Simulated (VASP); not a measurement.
**Al: single point with PBE+D3(BJ)**

Crystal: Al.

```xyz
4
Lattice="2.8114 0.0000 0.0000 -1.4057 2.4348 0.0000 0.0000 0.0000 8.5200" Properties=species:S:1:pos:R:3 pbc="T T T"
Al    0.0000    0.0000    0.0000
Al    0.0000    1.6232    2.1300
Al    0.0000    0.0000    4.2600
Al    1.4057    0.8116    6.3900
```

This isn't the form of Al at room conditions, which is fcc.

```yaml
Program: VASP 6.6.1
Task: single point
Functional: PBE
Dispersion: D3(BJ)
Potentials_or_basis: VASP PAW PBE potentials, release 64 (Al)
Cutoff: 520 eV
k_mesh: 18 × 18 × 6
Occupations: gaussian, width 0.15 eV
Spin: no spin polarisation
```

The pressure is 9.4 GPa and the band gap on the k mesh is zero (bands 6 and 7 overlap by 7.18 eV). The dispersion energy per atom is -0.383 eV.

Stress tensor (GPa, compression positive):
```
 6.21  0.00  0.00
 0.00  6.21  0.00
 0.00  0.00 15.82
```

Levels at points of the mesh, in eV from the Fermi level:
| k point | band 2 | band 3 | band 4 | band 5 | band 6 | band 7 | band 8 | band 9 | band 10 | band 11 |
| --- | --- | --- | --- | --- | --- | --- | --- | --- | --- | --- |
| (0.00, 0.00, 0.00) | -10.00 | -10.00 | -4.59 | -3.57 | 5.23 | 5.27 | 10.42 | 10.42 | 10.59 | 10.59 |
| (0.50, 0.00, 0.00) | -5.88 | -4.41 | -4.33 | -3.64 | -3.55 | 0.93 | 1.35 | 2.28 | 2.44 | 5.24 |
| (0.00, 0.00, 0.50) | -11.51 | -7.53 | -7.53 | 0.23 | 0.23 | 10.73 | 10.73 | 10.80 | 10.80 | 10.80 |
| (0.50, 0.00, 0.50) | -5.51 | -5.41 | -5.41 | -1.92 | -1.92 | -1.17 | -1.17 | 5.21 | 5.21 | 5.67 |

It took 46 s on 1 thread of AMD EPYC 9R45 96-Core Processor (Zen 5) (shared host), peak memory 0.21 GiB.

Caveat: the cell stands under pressure.
